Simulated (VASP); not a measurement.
# TaN: single point with PBE

Crystal: TaN.

```
Ta N
1.0
     5.18500    0.00000    0.00000
    -2.59250    4.49034    0.00000
     0.00000    0.00000    2.90800
Ta N
3 3
Direct
  0.00000 0.00000 0.00000
  0.33333 0.66667 0.50000
  0.66667 0.33333 0.50000
  0.50000 0.00000 0.00000
  0.50000 0.50000 0.00000
  0.00000 0.50000 0.00000
```

* Program: VASP 6.6.1
* Task: single point
* Functional: PBE
* Potentials or basis: VASP PAW PBE potentials, release 64 (Ta_pv, N)
* Cutoff: 520 eV
* k mesh: 5 × 5 × 8
* Occupations: fermi-dirac, width 0.05 eV
* Spin: no spin polarisation
* Dipole correction: no
* Further INCAR settings: ALGO = Normal; EDIFF = 1e-06; NBANDS = 33

* Pressure: 11.2 GPa
* Band gap on the k mesh: zero (band 24 reaches 9.12 eV, above the bottom of band 25 at 6.98 eV)

Stress tensor (GPa, compression positive):
```
10.86  0.00  0.00
 0.00 10.86  0.00
 0.00  0.00 11.84
```

Levels at points of the mesh, in eV from the Fermi level:
```csv
k point,band 20,band 21,band 22,band 23,band 24,band 25,band 26,band 27,band 28,band 29
"(0.00, 0.00, 0.00)",-3.04,-3.04,-2.53,-2.09,-1.26,-1.26,0.80,0.80,1.25,2.16
"(0.00, 0.00, 0.50)",-3.77,-3.14,-3.14,-1.96,0.88,0.88,1.43,1.78,2.52,2.52
```

Wall time 84 s on 1 thread of Intel Xeon 8259CL (shared host), peak memory 0.21 GiB.

Caveat: spin-orbit coupling is left out, which moves the levels of the heavy elements.
